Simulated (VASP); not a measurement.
Set up this calculation in VASP 6.6.1, as the native input.

| Property | Result |
| --- | --- |
| Task | single point |
| Functional | PBE |
| Potentials or basis | VASP PAW PBE potentials, release 64 (Fe) |
| Cutoff | 520 eV |
| k mesh | 16 × 16 × 16 |
| Occupations | methfessel-paxton, width 1 eV |
| Spin | no spin polarisation |
| Dipole correction | no |
| Further INCAR settings | ALGO = Normal; EDIFF = 1e-06; NBANDS = 10 |

The structure of Fe lies in POSCAR:

```
Fe
1.0
   -1.3807996972      1.3807996972      1.3807996972
    1.3807996972     -1.3807996972      1.3807996972
    1.3807996972      1.3807996972     -1.3807996972
Fe
1
Direct
    0.0000000000      0.0000000000      0.0000000000
```

One way to write it, as run:

INCAR

```
PREC     = Accurate       # precision mode
ENCUT    = 520            # plane-wave cutoff, eV
EDIFF    = 1E-6           # SCF threshold, eV
ISMEAR   = 1              # smearing method
SIGMA    = 1.0            # smearing width, eV
LREAL    = F              # projectors in reciprocal space
LASPH    = T              # aspherical terms in the spheres
NELM     = 100            # most SCF steps
ALGO     = Normal         # electronic algorithm
ISIF     = 2              # what is computed and relaxed
LWAVE    = F              # write WAVECAR
LCHARG   = T              # write CHGCAR
GGA      = PE             # functional
LELF     = T              # ELF
LVHAR    = T            
NBANDS   = 10             # bands
```

KPOINTS

```
regular mesh
0
Gamma
  16 16 16
```

Potentials or basis: VASP PAW PBE potentials, release 64 (Fe).

Command:

```console
$ cat potpaw_PBE.64/Fe/POTCAR > POTCAR
$ mpirun -np 1 vasp_std > vasp.out
```

It gave:

- Pressure: 2.0 GPa
- Band gap on the k mesh: zero (band 4 reaches 7.74 eV, above the bottom of band 5 at 5.72 eV)

Caveat: the run has no spin polarisation, though such a crystal can be magnetic.

It took 7.9 s on 1 thread of Intel(R) Xeon(R) Platinum 8559C (Emerald Rapids), with other jobs on the host, peak memory 0.13 GiB.
